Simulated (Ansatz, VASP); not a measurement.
## One calculation of Ru, two programs

```
Ru
1.0
     2.67431    0.00000    0.00000
    -1.33715    2.31602    0.00000
     0.00000    0.00000    4.22605
Ru
2
Direct
  0.33333 0.66667 0.25000
  0.66667 0.33333 0.75000
```

Alike in both runs: functional LDA; k mesh 15 × 15 × 8; occupations gaussian, width 0.1 eV; no spin polarisation.

Ansatz relaxed the structure, and its values are those at the end. VASP's run is a single point on that final structure, the one shown.

|  | VASP | Ansatz |
| --- | --- | --- |
| version | VASP 6.6.1 | Ansatz 0.2.0 |
| potentials or method | VASP PAW LDA potentials, release 64 (Ru_pv), cutoff 520 eV | scalar-relativistic, plane waves, PAW |
| valence electrons in the cell | 28 | 32 |

```csv
,VASP,Ansatz,Ansatz less VASP
gap on the k mesh at the Fermi level (eV),none,none,-
pressure (GPa),0.9,0.0,-0.92
```

Ansatz warns that its potentials were made for another functional, while VASP's fit it. LDA's correlation is that of Perdew and Zunger in VASP and of Perdew and Wang (1992) in Ansatz. A gap of «none» marks a metal or a gap that the smearing closes. VASP's potentials hold 28 valence electrons a cell and Ansatz's 32, so a difference there can come from the potentials and not from the codes.
